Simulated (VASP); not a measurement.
A run of VASP 6.6.1 is set up as follows.

The input INCAR:

```
ALGO = Normal ; DIPOL = 0.5 0.5 0.500
EDIFF = 1E-6 ; ENCUT = 520
GGA = CA ; IDIPOL = 3
ISIF = 2 ; ISMEAR = 1
LASPH = True ; LCHARG = False
LDIPOL = True ; LREAL = False
LWAVE = False ; NBANDS = 22
NELM = 100 ; PREC = Accurate
SIGMA = 0.02
```

Contents of KPOINTS:

```
k-points
0
Gamma
  7 7 1
```

Contents of POSCAR:

```
Pd
1.0
    2.7232710000      0.0000000000      0.0000000000
   -0.9077569716      2.5675245315      0.0000000000
    0.0000000000      0.0000000000     16.4470830079
Pd
3
Direct
    0.0000000000      0.0000000000      0.3648063305
    0.5000000235      0.5000000235      0.5000000000
    0.0000000470      0.0000000470      0.6351936695
```

Potentials or basis: VASP PAW LDA potentials, release 64 (Pd).

Launch:

```sh
$ cat potpaw_LDA.64/Pd/POTCAR > POTCAR
$ mpirun -np 1 vasp_std > vasp.out
```

Q: What does it give for the largest force?

A: 0.776 eV/Å.

Q: Estimate the band gap on the k mesh.

A: Zero (band 15 reaches 0.75 eV, above the bottom of band 16 at -0.16 eV).

Forces in eV/Å, atoms in the order of the input:
```
Pd   0.000  0.000  0.776
Pd   0.000  0.000  0.000
Pd   0.000  0.000 -0.776
```
